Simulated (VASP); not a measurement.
Set up this calculation in VASP 6.6.1, as the native input.

- Task: relaxation of cell and atoms
- Functional: PBE
- Potentials or basis: VASP PAW PBE potentials, release 64 (B)
- Cutoff: 600 eV
- k mesh: 6 × 6 × 4
- Occupations: gaussian, width 0.1 eV
- Spin: no spin polarisation
- Dipole correction: no
- Further INCAR settings: ALGO = Normal; EDIFF = 1e-06; IBRION = 2; EDIFFG = -0.04; NSW = 90; ISIF = 3

The structure of B lies in POSCAR:

```
B
1.0
    2.4207530934     -1.6048040039      0.0000000000
    2.4207530934      1.6048040039      0.0000000000
   -2.3474188981      0.0000000000      5.3674727132
B
6
Direct
    0.7026459519      0.6797832531      0.5384600052
    0.2973540481      0.3202167469      0.4615399948
    0.2904661326      0.7095338674      0.2500000000
    0.6797832531      0.7026459519      0.0384600052
    0.3202167469      0.2973540481      0.9615399948
    0.7095338674      0.2904661326      0.7500000000
```

The input as run:

INCAR

```
SYSTEM = B
PREC = Accurate ; ENCUT = 600
EDIFF = 1E-6 ; ISMEAR = 0
SIGMA = 0.1 ; LREAL = .FALSE.
LASPH = .TRUE. ; NELM = 80
ALGO = Normal ; ISIF = 3
LWAVE = .FALSE. ; LCHARG = .FALSE.
GGA = PE ; IBRION = 2
NSW = 90 ; EDIFFG = -0.04
```

KPOINTS

```
regular mesh
0
G
  6 6 4
  0 0 0
```

Potentials or basis: VASP PAW PBE potentials, release 64 (B).

Command:

```console
$ cat potpaw_PBE.64/B/POTCAR > POTCAR
$ mpirun -np 1 vasp_std > vasp.out
```

Results of the run:

```
Relaxed volume                        : 7.00 Å³/atom
Relaxed cell                          : a = 2.905 Å, b = 2.905 Å, c = 5.866 Å, α = 109.23°, β = 109.23°, γ = 67.42°
Space group after relaxing (to 0.1 Å) : C2/c (No. 15)
Energy gained by relaxing             : 0.7 meV/atom
Ionic steps                           : 4
Pressure after relaxing               : -0.2 GPa
Largest force after relaxing          : 0.025 eV/Å
Band gap on the k mesh                : zero (bands 9 and 10 overlap by 4.02 eV)
```

Caveat: the k points lie up to 0.40 Å⁻¹ apart in the final cell, too coarse for converged energies and pressures of a metal.

Wall time 36 s on 1 thread of AMD EPYC 9R45 96-Core Processor (Zen 5), with other jobs on the host, peak memory 0.14 GiB.
